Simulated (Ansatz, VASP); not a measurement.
**One calculation of ScAl3, two programs**

INCAR

```
SYSTEM = ScAl3
PREC     = Accurate       ! precision mode
ENCUT    = 520            ! plane-wave cutoff, eV
EDIFF    = 1E-7           ! SCF threshold, eV
ISMEAR   = 0              ! smearing method
SIGMA    = 0.05           ! smearing width, eV
LREAL    = .False.        ! projectors in reciprocal space
LASPH    = .True.         ! aspherical terms in the spheres
NELM     = 80             ! most SCF steps
ALGO     = Normal         ! electronic algorithm
ISIF     = 2              ! what is computed and relaxed
LWAVE    = .False.        ! write WAVECAR
LCHARG   = .False.        ! write CHGCAR
GGA      = CA             ! functional
NBANDS   = 18             ! bands
```

The input KPOINTS:

```
Automatic mesh
0
Gamma
  8 8 8
  0 0 0
```

POSCAR

```
ScAl3
1.0
   -1.9947470096      1.9947470096      4.3835279078
    1.9947470096     -1.9947470096      4.3835279078
    1.9947470096      1.9947470096     -4.3835279078
Sc Al
1 3
Direct
    0.0000000000      0.0000000000      0.0000000000
    0.7500000000      0.2500000000      0.5000000000
    0.2500000000      0.7500000000      0.5000000000
    0.5000000000      0.5000000000      0.0000000000
```

Input for Ansatz:

```yaml
crystal:
  lattice:
    - [-1.9947470095829347, 1.9947470095829347, 4.383527907783802]
    - [1.9947470095829347, -1.9947470095829347, 4.383527907783802]
    - [1.9947470095829347, 1.9947470095829347, -4.383527907783802]
  atoms:
    - { symbol: Sc, position: [0.0, 0.0, 0.0] }
    - { symbol: Al, position: [0.75, 0.25, 0.5] }
    - { symbol: Al, position: [0.25, 0.75, 0.5] }
    - { symbol: Al, position: [0.5, 0.5, 0.0] }
basis:
  ecutwfc: 550.0
kpoints:
  mp_grid:
    grid: [8, 8, 8]
hamiltonian:
  xc: lda
scf:
  max_iter: 50
  occupations:
    method: gaussian
    width: 0.05
output:
  stress: true
```

Alike in both runs: task single point; functional LDA; k mesh 8 × 8 × 8; occupations gaussian, width 0.05 eV; no spin polarisation.

|  | VASP | Ansatz |
| --- | --- | --- |
| version | VASP 6.6.1 | Ansatz 0.2.0 |
| potentials or method | VASP PAW LDA potentials, release 64 (Sc_sv, Al), cutoff 520 eV | plane waves, PAW |
| valence electrons in the cell | 20 | 20 |

```csv
,VASP,Ansatz,Ansatz less VASP
pressure (GPa),-2.5,-2.6,-0.12
"traceless stress, the component that is largest in VASP (GPa)",0.49,0.49,0.000
```

LDA's correlation is that of Perdew and Zunger in VASP and of Perdew and Wang (1992) in Ansatz.
